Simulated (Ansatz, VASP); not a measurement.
NaCl in VASP and in Ansatz

File INCAR:

```
PREC = Accurate
ENCUT = 520
EDIFF = 1E-6
ISMEAR = -1
SIGMA = 0.02
LREAL = F
LASPH = T
NELM = 60
ALGO = Normal
ISIF = 2
LWAVE = F
LCHARG = F
GGA = PE
NBANDS = 14
```

The input KPOINTS:

```
Automatic mesh
0
Gamma
  8 8 8
```

File POSCAR:

```
NaCl
1.0
    3.4993305656      0.0000000000      0.0000000000
    0.0000000000      3.4993305656      0.0000000000
    0.0000000000      0.0000000000      3.4595457890
Na Cl
1 1
Direct
    0.0000000000      0.0000000000      0.0000000000
    0.5000000000      0.5000000000      0.5000000000
```

Input for Ansatz:

```yaml
crystal:
  lattice:
    - [3.4993305656, 0.0, 0.0]
    - [0.0, 3.4993305656, 0.0]
    - [0.0, 0.0, 3.459545789]
  atoms:
    - { symbol: Na, position: [0.0, 0.0, 0.0] }
    - { symbol: Cl, position: [0.5, 0.5, 0.5] }
kpoints:
  mp_grid: { grid: [8, 8, 8] }
  band_path:
    path: [[0.0, 0.0, 0.0], [0.0, 0.5, 0.0], [0.5, 0.5, 0.0], [0.5, 0.5, 0.5]]
    npoints: 1
hamiltonian:
  xc: pbe
scf:
  occupations: { method: fermi_dirac, width: 0.02 }
  n_extra_bands: 4
output:
  forces: true
  stress: true
  eigenvalues: true
```

Change from the starting cell: biaxial_xy strain +1.1%.

Alike in both runs: task single point; functional PBE; k mesh 8 × 8 × 8; occupations fermi-dirac, width 0.02 eV; no spin polarisation.

```csv
,VASP,Ansatz
version,VASP 6.6.1,Ansatz 0.2.0
potentials or method,"VASP PAW PBE potentials, release 64 (Na_pv, Cl)","plane waves, PAW"
plane-wave cutoff (eV),520,420
valence electrons in the cell,14,16
```

|  | VASP | Ansatz | Ansatz less VASP |
| --- | --- | --- | --- |
| gap on the k mesh at the Fermi level (eV) | 3.98 | 3.98 | 0.000 |
| pressure (GPa) | 0.4 | 0.5 | +0.05 |
| traceless stress, the component that is largest in VASP (GPa) | 0.60 | 0.60 | +0.001 |

VASP's potentials hold 14 valence electrons a cell and Ansatz's 16, so a difference there can come from the potentials and not from the codes.
